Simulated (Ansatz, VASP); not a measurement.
**Pt in VASP and in Ansatz**

```
Pt
1.0
     0.00000    1.96090    1.96090
     1.96090    0.00000    1.96090
     1.96090    1.96090    0.00000
Pt
1
Direct
  0.00000 0.00000 0.00000
```

Alike in both runs: task single point; functional PBE; k mesh 18 × 18 × 18; occupations gaussian, width 0.05 eV; non-collinear spin, spin-orbit coupling.

|  | VASP | Ansatz |
| --- | --- | --- |
| version | VASP 6.6.1 | Ansatz 0.2.0 |
| potentials or method | VASP PAW PBE potentials, release 64 (Pt), cutoff 500 eV | plane waves, PAW |
| valence electrons in the cell | 10 | 18 |

|  | VASP | Ansatz | Ansatz less VASP |
| --- | --- | --- | --- |
| pressure (GPa) | 10.3 | 10.5 | +0.19 |
| net moment per atom (μB) | 0.00 | 0.00 | 0.000 |

The functional is the same, so the differences come from potentials, cutoffs and numerics. VASP's potentials hold 10 valence electrons a cell and Ansatz's 18, so a difference there can come from the potentials and not from the codes.
